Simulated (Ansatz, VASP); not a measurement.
## One calculation of Bi, two programs

The input INCAR:

```
SYSTEM = Bi
PREC = Accurate
ENCUT = 600
EDIFF = 1E-7
ISMEAR = -1
SIGMA = 0.1
LREAL = .FALSE.
LASPH = .TRUE.
NELM = 100
ALGO = Normal
ISIF = 3
LWAVE = .FALSE.
LCHARG = .FALSE.
GGA = RE
IBRION = 2
NSW = 80
EDIFFG = -0.01
```

Contents of KPOINTS:

```
regular mesh
0
G
  10 10 6
  0 0 0
```

The input POSCAR:

```
Bi
1.0
    3.5579831475      0.0000000000      0.0000000000
   -1.7789915738      3.0813037920      0.0000000000
    0.0000000000      0.0000000000      5.8101864799
Bi
2
Direct
    0.3333333333      0.6666666667      0.2500000000
    0.6666666667      0.3333333333      0.7500000000
```

Input for Ansatz:

```yaml
crystal:
  lattice:
    - [3.5579831475, 0.0, 0.0]
    - [-1.7789915738, 3.081303792, 0.0]
    - [0.0, 0.0, 5.8101864799]
  atoms:
    - { symbol: Bi, position: [0.3333333333, 0.6666666667, 0.25] }
    - { symbol: Bi, position: [0.6666666667, 0.3333333333, 0.75] }
hamiltonian:
  xc: revpbe
  pseudopotentials:
    kind: paw
    azcp:
      Bi: "pseudopotentials/Bi.paw.azcp"
basis:
  ecutwfc: 420
  fft_grid_basis: typed
kpoints:
  mp_grid: { grid: [10, 10, 6], shift: [0, 0, 0] }
magnetization:
  spin_polarized: false
scf:
  occupations: { method: fermi_dirac, width: 0.1 }
relax:
  max_steps: 60
  f_tol: 0.01
  cell: {}
```

Alike in both runs: task relaxation of cell and atoms; functional revPBE; k mesh 10 × 10 × 6; occupations fermi-dirac, width 0.1 eV; no spin polarisation.

```csv
,VASP,Ansatz
version,VASP 6.6.1,Ansatz 0.2.0
potentials or method,"VASP PAW PBE potentials, release 64 (Bi_d), cutoff 600 eV","plane waves (420 eV) with PAW, scalar-relativistic"
valence electrons in the cell,30,30
```

```tsv
	VASP	Ansatz	Ansatz less VASP
relaxed volume (Å³/atom)	32.24	32.27	+0.023
relaxed cell length with the largest relative difference (Å)	3.563	3.564	+0.0018
```

VASP's potentials were made for PBE, not for revPBE.

Neither program's run includes spin-orbit coupling.
